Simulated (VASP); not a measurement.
Input of a VASP 6.6.1 run:

File INCAR:

```
SYSTEM = MnSi
PREC = Accurate
ENCUT = 520
EDIFF = 1E-6
ISMEAR = 0
SIGMA = 0.1
LREAL = .FALSE.
LASPH = .TRUE.
NELM = 150
ALGO = Normal
ISIF = 2
LWAVE = .FALSE.
LCHARG = .FALSE.
ISPIN = 2
MAGMOM = 1.1 1.1 1.1 1.1 0 0 0 0
LORBIT = 11
LMAXMIX = 4
GGA = PE
NBANDS = 48
```

File KPOINTS:

```
Automatic mesh
0
G
  8 8 8
  0 0 0
```

File POSCAR:

```
MnSi
1.0
    4.5173312736      0.0000000000      0.0000000000
    0.0000000000      4.5173312736      0.0000000000
    0.0000000000      0.0000000000      4.5173312736
Mn Si
4 4
Direct
    0.1364746653      0.1364746653      0.1364746653
    0.3635253347      0.8635253347      0.6364746653
    0.6364746653      0.3635253347      0.8635253347
    0.8635253347      0.6364746653      0.3635253347
    0.8453875590      0.8453875590      0.8453875590
    0.6546124410      0.1546124410      0.3453875590
    0.3453875590      0.6546124410      0.1546124410
    0.1546124410      0.3453875590      0.6546124410
```

Potentials or basis: VASP PAW PBE potentials, release 64 (Mn_pv, Si).

Run with:

```console
$ cat potpaw_PBE.64/Mn_pv/POTCAR potpaw_PBE.64/Si/POTCAR > POTCAR
$ mpirun -np 1 vasp_std > vasp.out
```

Task: Estimate the largest force.

Result: 0.027 eV/Å.

Task: Predict the pressure.

Result: 0.0 GPa.

Task: What does it give for the site moments?

Result: Mn +1.04; Si -0.05 μB.

Forces on the atoms (eV/Å):
```
Mn   0.005  0.005  0.005
Mn  -0.005 -0.005  0.005
Mn   0.005 -0.005 -0.005
Mn  -0.005  0.005 -0.005
Si  -0.016 -0.016 -0.016
Si   0.016  0.016 -0.016
Si  -0.016  0.016  0.016
Si   0.016 -0.016  0.016
```
